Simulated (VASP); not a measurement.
Ge: electric field gradients with PBE

Ge:

```
Ge
1.0
     0.00000    2.86599    2.86599
     2.86599    0.00000    2.86599
     2.86599    2.86599    0.00000
Ge
2
Cartesian
  2.8660 2.8660 2.8660
  4.2990 4.2990 4.2990
```

This cell differs from its parent crystal: volume scaled by 1.04.

| Property | Result |
| --- | --- |
| Program | VASP 6.6.1 |
| Task | electric field gradients |
| Functional | PBE |
| Potentials or basis | VASP PAW PBE potentials, release 64 (Ge_d) |
| Cutoff | 520 eV |
| k mesh | 10 × 10 × 10 |
| Occupations | fermi-dirac, width 0.05 eV |
| Spin | no spin polarisation |
| Dipole correction | no |
| Further INCAR settings | ALGO = Normal; EDIFF = 1e-08; NBANDS = 21 |

```yaml
Pressure: 0.9 GPa
Band_gap_on_the_k_mesh: zero (filled and empty bands touch)
```

Levels at points of the mesh, in eV from the Fermi level:
| k point | band 12 | band 13 | band 14 | band 15 | band 16 | band 17 |
| --- | --- | --- | --- | --- | --- | --- |
| (0.00, 0.00, 0.00) | -0.31 | 0.01 | 0.01 | 0.01 | 2.55 | 2.55 |
| (0.50, 0.00, 0.00) | -7.41 | -1.34 | -1.34 | 0.08 | 3.74 | 3.74 |
| (0.50, 0.50, 0.00) | -8.73 | -2.93 | -2.93 | 0.81 | 0.81 | 9.20 |

Run time: 57 s on 1 thread of AMD EPYC 7R43 64-Core Processor (Zen 3) (shared host), peak memory 0.15 GiB.

Caveat: without QUAD_EFG the Cq values of the log hold for a quadrupole moment of 1 mb, not for the nuclei.
